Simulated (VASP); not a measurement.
# Be (P6/mmm) in VASP: notebook

Be is run at these levels: PBEsol; tasks: single point.

All numbers are computed with VASP 6.6.1; they aren't measurements. Logs are shortened: lines on timing, memory, paths and dates and some standing lists are left out, and cuts for length are marked.

## Step 1: The cell of the first run

Symmetry: P6/mmm, No. 191, hexagonal system. Conventional cell: a = 3.458 Å, b = 3.458 Å, c = 2.100 Å, α = 90.00°, β = 90.00°, γ = 120.00°. Be (site symmetry 6/mmm) has 14 Be at 2.10 to 2.26 Å within 2.8 Å. Be (site symmetry -6m2) has 11 Be at 2.00 to 2.26 Å within 2.6 Å.

This isn't the form of Be at room conditions, which is hcp.

## Step 2: Single point, PBEsol

Input file INCAR:

```
PREC     = Accurate       # precision mode
ENCUT    = 520            # plane-wave cutoff, eV
EDIFF    = 1E-6           # SCF threshold, eV
ISMEAR   = -1             # smearing method
SIGMA    = 0.08           # smearing width, eV
LREAL    = False          # projectors in reciprocal space
LASPH    = True           # aspherical terms in the spheres
NELM     = 60             # most SCF steps
ALGO     = Normal         # electronic algorithm
ISIF     = 2              # what is computed and relaxed
LWAVE    = False          # write WAVECAR
LCHARG   = False          # write CHGCAR
GGA      = PS             # functional
NBANDS   = 10             # bands
```

Input file KPOINTS:

```
regular mesh
0
Gamma
  11 11 15
```

Input file POSCAR:

```
Be
1.0
    3.4577413166      0.0000000000      0.0000000000
   -1.7288706583      2.9944918199      0.0000000000
    0.0000000000      0.0000000000      2.1002560674
Be
3
Direct
    0.0000000000      0.0000000000      0.0000000000
    0.3333333333      0.6666666667      0.5000000000
    0.6666666667      0.3333333333      0.5000000000
```

Potentials or basis: VASP PAW PBE potentials, release 64 (Be).

Started as:

```console
cat potpaw_PBE.64/Be/POTCAR > POTCAR
mpirun -np 1 vasp_std > vasp.out
```

OUTCAR:

```text
PREC = Accurate
   ENCUT = 520
   EDIFF = 1E-6
   ISMEAR = -1
   LREAL = False
   LASPH = True
   NELM = 60
   ISIF = 2
   GGA = PS

 ion  position               nearest neighbor table
   1  0.000  0.000  0.000-   2 2.26   3 2.26   2 2.26   3 2.26   3 2.26   3 2.26   2 2.26   2 2.26
                             3 2.26   3 2.26   2 2.26   2 2.26
   2  0.333  0.667  0.500-   3 2.00   3 2.00   3 2.00   1 2.26   1 2.26   1 2.26   1 2.26   1 2.26
                             1 2.26
   3  0.667  0.333  0.500-   2 2.00   2 2.00   2 2.00   1 2.26   1 2.26   1 2.26   1 2.26   1 2.26
                             1 2.26

  LATTYP: Found a hexagonal cell.
 ALAT       =     3.4577413166
 C/A-ratio  =     0.6074069385

  Lattice vectors:

 A1 = (   3.4577413166,   0.0000000000,   0.0000000000)
 A2 = (  -1.7288706583,   2.9944918199,   0.0000000000)
 A3 = (   0.0000000000,   0.0000000000,   2.1002560674)

Analysis of symmetry for initial positions (statically):
=====================================================================
 Subroutine PRICEL returns:
 Original cell was already a primitive cell.

 Routine SETGRP: Setting up the symmetry group for a
 hexagonal supercell.

 Subroutine GETGRP returns: Found 24 space group operations
 (whereof 24 operations were pure point group operations)
 out of a pool of 24 trial point group operations.

The static configuration has the point symmetry D_6h.

Analysis of symmetry for dynamics (positions and initial velocities):
=====================================================================
 Subroutine PRICEL returns:
 Original cell was already a primitive cell.

 Routine SETGRP: Setting up the symmetry group for a
 hexagonal supercell.

 Subroutine GETGRP returns: Found 24 space group operations
 (whereof 24 operations were pure point group operations)
 out of a pool of 24 trial point group operations.

The dynamic configuration has the point symmetry D_6h.

 Subroutine INISYM returns: Found 24 space group operations
 (whereof 24 operations are pure point group operations),
 and found     1 'primitive' translations

----------------------------------------------------------------------------------------

                                     Primitive cell

  volume of cell :      21.7464

  direct lattice vectors                    reciprocal lattice vectors
     3.457741317  0.000000000  0.000000000     0.289206134  0.166973240  0.000000000
    -1.728870658  2.994491820  0.000000000     0.000000000  0.333946479  0.000000000
[... 96 lines left out ...]
   TEBEG  =    0.0;   TEEND  =   0.0 temperature during run
   PSTRESS=    0.0 pullay stress
   NELECT =       6.0000    total number of electrons
   NUPDOWN=      -1.0000    fix difference up-down
   EMIN   =  10.00;   EMAX   =-10.00  energy-range for DOS
   EFERMI =   0.00;   METHOD = LEGACY
   ISMEAR =    -1;   SIGMA  =   0.08  broadening in eV -4-tet -1-fermi 0-gaus
   EFERMI_NEDOS =   21; number of points for ismear=-14 and -15
   IALGO  =     38    algorithm
   IMIX   =      4    mixing-type and parameters
     AMIX     =   0.40;   BMIX     =  1.00
     AMIX_MAG =   1.60;   BMIX_MAG =  1.00
  volume/ion in A,a.u.               =       7.25        48.92
  Fermi-wavevector in a.u.,A,eV,Ry     =   1.065768  2.014009 15.454329  1.135861
  Thomas-Fermi vector in A             =   2.201330
   LORBIT       =      0    0 simple, 1 ext, 2 COOP (PROOUT), +10 PAW based schemes
   GGA     = PS    functional components
   LHFCALC =     F    Hartree Fock is set to
   AEXX    =    0.0000 exact exchange contribution
   IVDW    =     0    specifies the selected vdW correction
   LEPSILON=     F    determine dielectric tensor
   LRPA    =     F    only Hartree local field effects (RPA)
 non-spin polarized calculation
  energy-cutoff  :      520.00
  volume of cell :       21.75
 maximum number of plane-waves:       600
 NGX is ok and might be reduce to    28
   NGX = 13   NGY = 13   NGZ =  7

 number of electron       6.0000000 magnetization

 Free energy of the ion-electron system (eV)
  ---------------------------------------------------
  ext. energy  EPLUGINS =         0.00000000
  ---------------------------------------------------
  free energy    TOTEN  =       -11.34292741 eV

  energy without entropy =      -11.33225998  energy(sigma->0) =      -11.33759370

 E-fermi :   8.5235     XC(G=0): -10.8997

 val. band max:        8.4996304077   @ k =   0.4545   0.0000   0.4667
 cond. band min:       8.5626943174   @ k =   0.3636   0.1818   0.4667
 fundamental gap:      0.0630639098
 Fermi energy:         8.5234505184

 k-point     1 :       0.0000    0.0000    0.0000
  band No.  band energies     occupation
      1      -4.0722      2.00000
      2       6.9429      2.00000
      3       6.9429      2.00000
      4       7.1723      2.00000
      5       7.1723      2.00000
      6      14.5601      0.00000
      7      14.8471      0.00000
      8      20.2879      0.00000
      9      29.3656      0.00000
     10      29.4356      0.00000
[... 287 lines left out ...]
 k-point    24 :       0.1818    0.0909    0.0667
  band No.  band energies     occupation
      1      -3.2739      2.00000
      2       3.1229      2.00000
      3       3.8361      2.00000
      4       9.8666      0.00000
      5      11.3347      0.00000
      6      16.6101      0.00000
      7      17.2409      0.00000
      8      20.4773      0.00000
      9      25.6037      0.00000
     10      27.0561      0.00000

 [... further k-points ...]

------------------------ aborting loop because EDIFF is reached ----------------------------------------

  FORCE on cell =-STRESS in cart. coord.  units (eV):
  Direction    XX          YY          ZZ          XY          YZ          ZX
  --------------------------------------------------------------------------------------
  -------------------------------------------------------------------------------------
  Total        1.8306609      1.8306609      1.8131335     -0.0000000      0.0000000     -0.0000000
  in kB      134.8747403    134.8747403    133.5833952     -0.0000000      0.0000000     -0.0000000
  external PRESSURE =     134.4442919 kB  Pullay stress =       0.0000000 kB

 VOLUME and BASIS-vectors are now :
 -----------------------------------------------------------------------------
  energy-cutoff  :      520.00
  volume of cell :       21.75
      direct lattice vectors                 reciprocal lattice vectors
     3.457741317  0.000000000  0.000000000     0.289206134  0.166973240  0.000000000
    -1.728870658  2.994491820  0.000000000     0.000000000  0.333946479  0.000000000
     0.000000000  0.000000000  2.100256067     0.000000000  0.000000000  0.476132418

 POSITION                                       TOTAL-FORCE (eV/Angst)
 -----------------------------------------------------------------------------------
      0.00000      0.00000      0.00000         0.000000      0.000000     -0.000000
     -0.00000      1.99633      1.05013        -0.000000      0.000000      0.000000
      1.72887      0.99816      1.05013         0.000000      0.000000     -0.000000
 -----------------------------------------------------------------------------------
    total drift:                                0.000000     -0.000000     -0.000000

  FREE ENERGIE OF THE ION-ELECTRON SYSTEM (eV)
  ---------------------------------------------------
  free  energy   TOTEN  =       -11.3429274144 eV

  energy  without entropy=      -11.3322599833  energy(sigma->0) =      -11.33759370
```

stdout:

```text
POSCAR found type information on POSCAR Be
 POSCAR found :  1 types and       3 ions
 scaLAPACK will be used
 -----------------------------------------------------------------------------
|                                                                             |
|                                                                             |
|     You enforced a specific xc type in the INCAR file but a different       |
|     I HOPE YOU KNOW WHAT YOU ARE DOING!                                     |
|                                                                             |
 -----------------------------------------------------------------------------

 LDA part: xc-table for (Slater+PW92), standard interpolation
 POSCAR, INCAR and KPOINTS ok, starting setup
 FFT: planning ... GRIDC
 FFT: planning ... GRID_SOFT
 FFT: planning ... GRID
 WAVECAR not read
 entering main loop
```

Run time: 24 s. Hardware: 1 thread of Intel Xeon 8259CL, shared host; peak memory 0.14 GiB.

What came out:

* Free energy: -11.3429 eV
* Pressure: 13.4 GPa
* Band gap on the k mesh: zero (bands 3 and 4 overlap by 5.19 eV)

Stress tensor (GPa, compression positive):
```
13.49  0.00  0.00
 0.00 13.49  0.00
 0.00  0.00 13.36
```

Levels at points of the mesh, in eV from the Fermi level:
```tsv
k point	band 1	band 2	band 3	band 4	band 5	band 6
(0.00, 0.00, 0.00)	-12.60	-1.58	-1.58	-1.35	-1.35	6.04
```

Caveat: the cell stands under pressure; the PAW data sets were made with another functional, which shifts forces and pressure a little.

## Step 3: Single point, PBEsol

Input file INCAR:

```
SYSTEM = Be
PREC = Accurate ; ENCUT = 520
EDIFF = 1E-7 ; ISMEAR = -1
SIGMA = 0.08 ; LREAL = .False.
LASPH = .True. ; NELM = 60
ALGO = Normal ; ISIF = 2
LWAVE = .False. ; LCHARG = .True.
GGA = PS ; LELF = .True.
LVHAR = .True. ; NBANDS = 10
```

Input file KPOINTS:

```
Automatic mesh
0
Gamma
  11 11 15
  0 0 0
```

Input file POSCAR:

```
Be
1.0
    3.4567503470      0.0000000000      0.0000000000
   -1.7283751735      2.9936336150      0.0000000000
    0.0000000000      0.0000000000      2.0995129644
Be
3
Direct
    0.0000000000      0.0000000000      0.0000000000
    0.3333333333      0.6666666667      0.5000000000
    0.6666666667      0.3333333333      0.5000000000
```

Potentials or basis: VASP PAW PBE potentials, release 64 (Be).

Started as:

```console
cat potpaw_PBE.64/Be/POTCAR > POTCAR
mpirun -np 1 vasp_std > vasp.out
```

It took 29 s on 1 thread of Intel Xeon 8259CL, shared host; peak memory 0.14 GiB.

The run converged. Its results:

* Free energy: -11.3412 eV
* Pressure: 13.6 GPa
* Band gap on the k mesh: zero (bands 3 and 4 overlap by 5.19 eV)

Stress tensor (GPa, compression positive):
```
13.64  0.00  0.00
 0.00 13.64  0.00
 0.00  0.00 13.50
```

Levels at points of the mesh, in eV from the Fermi level:
```tsv
k point	band 1	band 2	band 3	band 4	band 5	band 6
(0.00, 0.00, 0.00)	-12.60	-1.58	-1.58	-1.35	-1.35	6.04
```

Caveat: the cell stands under pressure; the PAW data sets were made with another functional, which shifts forces and pressure a little.
